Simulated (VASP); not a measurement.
# Al3H (P1) in VASP: single point with PBE

Aim: the single point of Al3H with PBE.

Everything below comes from runs of VASP 6.6.1. Logs are shortened: lines on timing, memory, paths and dates and some standing lists are left out, and cuts for length are marked.

## Step 1: The cell of the first run

The typed cell holds 8 atoms: a = 5.468 Å, b = 4.819 Å, c = 4.763 Å, α = 97.67°, β = 89.96°, γ = 90.08°.

## Step 2: Single point, PBE

Contents of INCAR:

```
SYSTEM = Al3H
ALGO = Normal
EDIFF = 1E-6
ENCUT = 520
GGA = PE
ISIF = 2
ISMEAR = 0
LASPH = .TRUE.
LCHARG = .FALSE.
LREAL = .FALSE.
LWAVE = .FALSE.
NBANDS = 20
NELM = 80
PREC = Accurate
SIGMA = 0.2
```

Contents of KPOINTS:

```
k-points
0
G
  4 6 6
  0 0 0
```

Contents of POSCAR:

```
Al3H
1.0
   -0.0031705723     -0.0042856745      5.4676201024
    4.7221761626      0.9616418483     -0.0033614005
   -1.5648839063      4.4988010747      0.0055502459
Al H
6 2
Direct
    0.2501196960      0.4164950343      0.0164884244
    0.7500663507      0.4260915293      0.0168627535
    0.2500692498      1.0053255854      0.4106693390
    0.7500023453      1.0143240666      0.5399628930
    0.0029731934      0.5208557388      0.5276528301
    0.4972944219      0.5207210289      0.5277865518
    0.7496660215      0.0543860148     -0.0817656425
    0.2498087213      1.0418010017      0.0423428508
```

Potentials or basis: VASP PAW PBE potentials, release 64 (Al, H).

On the command line:

```sh
cat potpaw_PBE.64/Al/POTCAR potpaw_PBE.64/H/POTCAR > POTCAR
mpirun -np 1 vasp_std > vasp.out
```

OUTCAR:

```text
SYSTEM = Al3H
   EDIFF = 1E-6
   ENCUT = 520
   GGA = PE
   ISIF = 2
   ISMEAR = 0
   LASPH = .TRUE.
   LREAL = .FALSE.
   NELM = 80
   PREC = Accurate

 ion  position               nearest neighbor table
   1  0.250  0.416  0.016-   8 1.83   2 2.73   2 2.73   5 2.77   6 2.77   6 2.79   5 2.80   3 2.91
                             3 3.19   3 3.28
   2  0.750  0.426  0.017-   7 1.79   1 2.73   1 2.73   6 2.78   5 2.78   5 2.80   6 2.80   4 2.81

   3  0.250  0.005  0.411-   8 1.79   4 2.80   4 2.80   5 2.81   6 2.82   5 2.82   6 2.82   1 2.91
                             1 3.19   1 3.28
   4  0.750  0.014  0.540-   7 1.79   6 2.74   5 2.75   3 2.80   3 2.80   2 2.81   5 2.81   6 2.81

   5  0.003  0.521  0.528-   6 2.70   4 2.75   6 2.76   1 2.77   2 2.78   1 2.80   2 2.80   4 2.81
                             3 2.81   3 2.82
   6  0.497  0.521  0.528-   5 2.70   4 2.74   5 2.76   1 2.77   2 2.78   1 2.79   2 2.80   4 2.81
                             3 2.82   3 2.82
   7  0.750  0.054  0.918-   4 1.79   2 1.79
   8  0.250  0.042  0.042-   3 1.79   1 1.83

  LATTYP: Found a triclinic cell.
 ALAT       =     7.2492031235
 B/A-ratio  =     0.7542377566
 C/A-ratio  =     1.3912909367
 COS(alpha) =     0.0000982230
 COS(beta)  =     0.5787999929
 COS(gamma) =     0.7538333805

  Lattice vectors:

 A1 = (   1.5617133340,  -4.5030867492,   5.4620698565)
 A2 = (  -0.0031705723,  -0.0042856745,   5.4676201024)
 A3 = (  -1.5924083500,  -9.9592439977,  -0.0077390913)

Analysis of symmetry for initial positions (statically):
=====================================================================
 Subroutine PRICEL returns:
 Original cell was already a primitive cell.

 Routine SETGRP: Setting up the symmetry group for a
 triclinic supercell.

 Subroutine GETGRP returns: Found  1 space group operations
 (whereof  1 operations were pure point group operations)
 out of a pool of  2 trial point group operations.

The static configuration has the point symmetry C_1 .

Analysis of symmetry for dynamics (positions and initial velocities):
=====================================================================
 Subroutine PRICEL returns:
 Original cell was already a primitive cell.

 Routine SETGRP: Setting up the symmetry group for a
 triclinic supercell.

 Subroutine GETGRP returns: Found  1 space group operations
 (whereof  1 operations were pure point group operations)
 out of a pool of  2 trial point group operations.

The dynamic configuration has the point symmetry C_1 .

 Subroutine INISYM returns: Found  1 space group operations
 (whereof  1 operations are pure point group operations),
 and found     1 'primitive' translations

----------------------------------------------------------------------------------------

                                     Primitive cell

  volume of cell :     124.3829

  direct lattice vectors                    reciprocal lattice vectors
    -0.003170572 -0.004285675  5.467620102     0.000164489 -0.000168424  0.182894894
     4.722176163  0.961641848 -0.003361400     0.197758437  0.068789007  0.000168595
    -1.564883906  4.498801075  0.005550246    -0.042271726  0.207577280  0.000138192

  length of vectors
     5.467622701  4.819098884  4.763203077     0.182895046  0.209380886  0.211837780

  position of ions in fractional coordinates (direct lattice)
     0.250119696  0.416495034  0.016488424
     0.750066351  0.426091529  0.016862753
     0.250069250  0.005325585  0.410669339
     0.750002345  0.014324067  0.539962893
     0.002973193  0.520855739  0.527652830
     0.497294422  0.520721029  0.527786552
     0.749666021  0.054386015  0.918234357
     0.249808721  0.041801002  0.042342851

  ion indices of the primitive-cell ions
   primitive index   ion index
                 1           1
                 2           2
                 3           3
                 4           4
                 5           5
                 6           6
                 7           7
                 8           8

----------------------------------------------------------------------------------------

 KPOINTS: k-points

Automatic generation of k-mesh.
 Grid dimensions read from file:
 generate k-points for:    4    6    6

 Generating k-lattice:

  Cartesian coordinates                     Fractional coordinates (reciprocal lattice)
     0.000041122 -0.000042106  0.045723724     0.250000000 -0.000000000  0.000000000
     0.032959740  0.011464835  0.000028099     0.000000000  0.166666667  0.000000000
    -0.007045288  0.034596213  0.000023032    -0.000000000  0.000000000  0.166666667

  Length of vectors
     0.045723761  0.034896814  0.035306297

  Shift w.r.t. Gamma in fractional coordinates (k-lattice)
     0.000000000  0.000000000  0.000000000

 Subroutine IBZKPT returns following result:
 ===========================================

 Found     76 irreducible k-points:

 Following reciprocal coordinates:
            Coordinates               Weight
  0.000000  0.000000  0.000000      1.000000
  0.250000 -0.000000  0.000000      2.000000
  0.500000 -0.000000  0.000000      1.000000
 -0.000000  0.166667  0.000000      2.000000
  0.250000  0.166667  0.000000      2.000000
  0.500000  0.166667  0.000000      2.000000
[... 16 lines left out ...]
 -0.000000  0.333333  0.166667      2.000000
  0.250000  0.333333  0.166667      2.000000
 [... further k-points ...]
   k-points           NKPTS =     76   k-points in BZ     NKDIM =     76   number of bands    NBANDS=     20
   number of dos      NEDOS =    301   number of ions     NIONS =      8
   total plane-waves  NPLWV =  54432
   dimension x,y,z NGX =    42 NGY =   36 NGZ =   36
   dimension x,y,z NGXF=    84 NGYF=   72 NGZF=   72
   ions per type =               6   2
   NGX,Y,Z   is equivalent  to a cutoff of  12.77, 12.42, 12.56 a.u.
   NGXF,Y,Z  is equivalent  to a cutoff of  25.54, 24.84, 25.13 a.u.
 SYSTEM =  Al3H
   PREC   = accura    normal or accurate (medium, high low for compatibility)
   ISTART =      0    job   : 0-new  1-cont  2-samecut
   ICHARG =      2    charge: 1-file 2-atom 10-const
   ISPIN  =      1    spin polarized calculation?
   LNONCOLLINEAR =      F non collinear calculations
   LSORBIT =      F    spin-orbit coupling
   LASPH  =      T    aspherical Exc in radial PAW
   ENCUT  =  520.0 eV  38.22 Ry    6.18 a.u.  10.17  8.96  8.86*2*pi/ulx,y,z
   NELM   =     80;   NELMIN=  2; NELMDL= -5     # of ELM steps
   EDIFF  = 0.1E-05   stopping-criterion for ELM
   LREAL  =      F    real-space projection
   EDIFFG = 0.1E-04   stopping-criterion for IOM
   NSW    =      0    number of steps for IOM
   IBRION =     -1    ionic relax: 0-MD 1-quasi-New 2-CG
   NFREE  =      0    steps in history (QN), initial steepest desc. (CG)
   ISIF   =      2    stress and relaxation
   ISYM   =      2    0-nonsym 1-usesym 2-fastsym
   POTIM  = 0.5000    time-step for ionic-motion
   TEBEG  =    0.0;   TEEND  =   0.0 temperature during run
   PSTRESS=    0.0 pullay stress
   NELECT =      20.0000    total number of electrons
   NUPDOWN=      -1.0000    fix difference up-down
   EMIN   =  10.00;   EMAX   =-10.00  energy-range for DOS
   EFERMI =   0.00;   METHOD = LEGACY
   ISMEAR =     0;   SIGMA  =   0.20  broadening in eV -4-tet -1-fermi 0-gaus
   EFERMI_NEDOS =   21; number of points for ismear=-14 and -15
   IALGO  =     38    algorithm
   IMIX   =      4    mixing-type and parameters
     AMIX     =   0.40;   BMIX     =  1.00
     AMIX_MAG =   1.60;   BMIX_MAG =  1.00
  volume/ion in A,a.u.               =      15.55       104.92
  Fermi-wavevector in a.u.,A,eV,Ry     =   0.890221  1.682274 10.782535  0.792494
  Thomas-Fermi vector in A             =   2.011884
   LORBIT       =      0    0 simple, 1 ext, 2 COOP (PROOUT), +10 PAW based schemes
   GGA     = PE    functional components
   LHFCALC =     F    Hartree Fock is set to
   AEXX    =    0.0000 exact exchange contribution
   IVDW    =     0    specifies the selected vdW correction
   LEPSILON=     F    determine dielectric tensor
   LRPA    =     F    only Hartree local field effects (RPA)
 non-spin polarized calculation
 Gauss-broadening in eV      SIGMA  =   0.20
  energy-cutoff  :      520.00
  volume of cell :      124.38
 maximum number of plane-waves:      3390
 NGX is ok and might be reduce to    42
   NGX = 21   NGY = 17   NGZ = 17

 number of electron      19.9999999 magnetization

 Free energy of the ion-electron system (eV)
  ---------------------------------------------------
  ext. energy  EPLUGINS =         0.00000000
  ---------------------------------------------------
  free energy    TOTEN  =       -27.92886869 eV

  energy without entropy =      -27.87691203  energy(sigma->0) =      -27.90289036

 E-fermi :   5.9747     XC(G=0):  -9.4197

 val. band max:        5.9552883152   @ k =   0.0000  -0.1667   0.3333
 cond. band min:       5.9809099623   @ k =  -0.0000   0.1667   0.5000
 fundamental gap:      0.0256216471
 Fermi energy:         5.9747068712

 k-point     1 :       0.0000    0.0000    0.0000
  band No.  band energies     occupation
      1      -4.6508      2.00000
      2      -0.8839      2.00000
      3       0.5998      2.00000
      4       0.8091      2.00000
      5       1.5883      2.00000
      6       2.1439      2.00000
[... 12 lines left out ...]
     19      10.2375      0.00000
     20      11.0266      0.00000

 k-point     2 :       0.2500   -0.0000    0.0000
  band No.  band energies     occupation
      1      -4.3551      2.00000
      2      -2.1030      2.00000
      3       0.8006      2.00000
      4       1.4371      2.00000
      5       1.8906      2.00000
      6       2.8363      2.00000
[... 12 lines left out ...]
     19      10.3369      0.00000
     20      10.9046      0.00000

 k-point     3 :       0.5000   -0.0000    0.0000
  band No.  band energies     occupation
      1      -3.4884      2.00000
      2      -3.4758      2.00000
      3       1.2640      2.00000
      4       1.2974      2.00000
      5       2.7265      2.00000
      6       2.7387      2.00000
[... 12 lines left out ...]
     19      11.5084      0.00000
     20      11.9372      0.00000

 k-point     4 :      -0.0000    0.1667    0.0000
  band No.  band energies     occupation
      1      -4.4907      2.00000
      2      -0.7594      2.00000
      3      -0.3455      2.00000
      4       0.9570      2.00000
      5       1.5434      2.00000
      6       2.2697      2.00000
[... 12 lines left out ...]
     19      10.3284      0.00000
     20      11.4485      0.00000

 k-point     5 :       0.2500    0.1667    0.0000
  band No.  band energies     occupation
      1      -4.1951      2.00000
      2      -1.9539      2.00000
      3      -0.0965      2.00000
      4       1.2844      2.00000
      5       1.8432      2.00000
      6       2.8026      2.00000
[... 12 lines left out ...]
     19      10.5864      0.00000
     20      11.0038      0.00000
[... 353 lines left out ...]
      6       1.7362      2.00000
[... 12 lines left out ...]
     19      10.6145      0.00000
     20      10.7032      0.00000

 k-point    22 :      -0.2500    0.1667    0.1667
  band No.  band energies     occupation
      1      -3.9835      2.00000
      2      -1.7987      2.00000
      3      -0.3593      2.00000
      4       0.4040      2.00000
      5       1.5242      2.00000
      6       2.7207      2.00000
[... 12 lines left out ...]
     19      10.8027      0.00000
     20      11.0320      0.00000

 k-point    23 :      -0.0000    0.3333    0.1667
  band No.  band energies     occupation
      1      -3.7970      2.00000
      2      -1.7095      2.00000
      3      -0.5683      2.00000
      4       0.7021      2.00000
      5       1.5921      2.00000
      6       1.9946      2.00000
[... 12 lines left out ...]
     19      11.0540      0.00000
     20      12.2037      0.00000

 k-point    24 :       0.2500    0.3333    0.1667
  band No.  band energies     occupation
      1      -3.5050      2.00000
      2      -1.4869      2.00000
      3      -1.3026      2.00000
      4       0.2697      2.00000
      5       0.9428      2.00000
      6       2.4578      2.00000
[... 12 lines left out ...]
     19      11.3739      0.00000
     20      11.6430      0.00000

 [... further k-points ...]
[... 5 lines left out ...]
  --------------------------------------------------------------------------------------
  -------------------------------------------------------------------------------------
  Total       -0.0592149     -0.0497648     -0.0531918      0.0350537     -0.0064908      0.0060186
  in kB       -0.7627478     -0.6410216     -0.6851639      0.4515277     -0.0836083      0.0775262
  external PRESSURE =      -0.6963111 kB  Pullay stress =       0.0000000 kB

 VOLUME and BASIS-vectors are now :
 -----------------------------------------------------------------------------
  energy-cutoff  :      520.00
  volume of cell :      124.38
      direct lattice vectors                 reciprocal lattice vectors
    -0.003170572 -0.004285675  5.467620102     0.000164489 -0.000168424  0.182894894
     4.722176163  0.961641848 -0.003361400     0.197758437  0.068789007  0.000168595
    -1.564883906  4.498801075  0.005550246    -0.042271726  0.207577280  0.000138192

 POSITION                                       TOTAL-FORCE (eV/Angst)
 -----------------------------------------------------------------------------------
      1.94017      0.47363      1.36625        -0.005266     -0.003303     -0.002290
      1.98331      0.48240      4.09974        -0.011564     -0.005322      0.001536
     -0.61829      1.85157      1.36955        -0.001745     -0.006611      0.000858
     -0.77972      2.43975      4.10368         0.005131      0.006323      0.001314
      1.63385      2.87467      0.01743        -0.000142      0.001876      0.002617
      1.63144      2.87302      2.72020         0.001575     -0.001988     -0.005363
     -1.18249      4.18004      4.10380         0.009566      0.002031      0.000987
      0.13034      0.22962      1.36595         0.002446      0.006995      0.000341
 -----------------------------------------------------------------------------------
    total drift:                               -0.000271     -0.000026     -0.000002

  FREE ENERGIE OF THE ION-ELECTRON SYSTEM (eV)
  ---------------------------------------------------
  free  energy   TOTEN  =       -27.9288686880 eV

  energy  without entropy=      -27.8769120319  energy(sigma->0) =      -27.90289036
```

It took 82 s on 1 thread of Intel Xeon 6975P-C (Granite Rapids), shared host; peak memory 0.3 GiB.

Results:

```
Free energy            : -27.9289 eV
Pressure               : -0.1 GPa
Largest force          : 0.013 eV/Å
Band gap on the k mesh : zero (bands 10 and 11 overlap by 3.54 eV)
```

Forces in eV/Å, atoms in the order of the input:
```
Al  -0.005 -0.003 -0.002
Al  -0.012 -0.005  0.002
Al  -0.002 -0.007  0.001
Al   0.005  0.006  0.001
Al   0.000  0.002  0.003
Al   0.002 -0.002 -0.005
H    0.010  0.002  0.001
H    0.002  0.007  0.000
```

Levels at points of the mesh, in eV from the Fermi level:
```
           k point  band 8  band 9  band 10  band 11  band 12  band 13
(0.00, 0.00, 0.00)   -2.46   -0.44    -0.06     0.26     1.10     1.29
(0.50, 0.00, 0.00)   -2.37   -2.21    -2.09    -0.29    -0.21     2.05
(0.00, 0.50, 0.00)   -2.93   -2.09    -0.52     0.50     1.27     1.59
(0.50, 0.50, 0.00)   -1.95   -1.30    -1.16     0.94     1.00     1.68
(0.00, 0.00, 0.50)   -2.78   -2.67    -0.53     0.06     1.45     1.59
(0.50, 0.00, 0.50)   -1.98   -1.38    -1.28     0.73     1.00     1.77
(0.00, 0.50, 0.50)   -2.69   -2.21    -2.16    -1.30     1.45     2.98
(0.50, 0.50, 0.50)   -4.51    2.15     2.24     2.50     2.61     3.12
```

The gap in the log of VASP goes by the Fermi energy; the results here count the filled bands.